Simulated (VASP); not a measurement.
Here is a VASP 6.6.1 calculation.

INCAR

```
PREC = Accurate ; ENCUT = 600
EDIFF = 1E-7 ; ISMEAR = 0
SIGMA = 0.1 ; LREAL = F
LASPH = T ; NELM = 100
ALGO = Normal ; ISIF = 3
LWAVE = F ; LCHARG = F
GGA = PE ; IBRION = 2
NSW = 100 ; EDIFFG = -0.01
```

KPOINTS

```
regular mesh
0
Gamma
  6 6 8
```

Contents of POSCAR:

```
Se
1.0
    7.7586778654      0.0000000000      0.0000000000
   -3.8793389327      6.7192121313      0.0000000000
    0.0000000000      0.0000000000      4.4845707714
Se
8
Direct
    0.8047485203      0.1952514797      0.5000000000
    0.8047485203      0.6094970405      0.5000000000
    0.3905029595      0.1952514797      0.5000000000
    0.1952514797      0.8047485203      0.5000000000
    0.1952514797      0.3905029595      0.5000000000
    0.6094970405      0.8047485203      0.5000000000
    0.3333333333      0.6666666667      0.0000000000
    0.6666666667      0.3333333333      0.0000000000
```

Potentials or basis: VASP PAW PBE potentials, release 64 (Se).

Launch:

```sh
$ cat potpaw_PBE.64/Se/POTCAR > POTCAR
$ mpirun -np 1 vasp_std > vasp.out
```

**Question.** Estimate the relaxed volume.

**Answer.** 29.10 Å³/atom.

**Question.** Estimate the space group after relaxing (to 0.1 Å).

**Answer.** P6/mmm (No. 191).

**Question.** What does it give for the relaxed cell?

**Answer.** a = 7.748 Å, b = 7.748 Å, c = 4.478 Å, α = 90.00°, β = 90.00°, γ = 120.00°.

Forces on the atoms (eV/Å):
```
Se  -0.004  0.002  0.000
Se   0.000 -0.005  0.000
Se   0.004  0.002  0.000
Se   0.004 -0.002  0.000
Se   0.000  0.005  0.000
Se  -0.004 -0.002  0.000
Se   0.000  0.000  0.000
Se   0.000  0.000  0.000
```
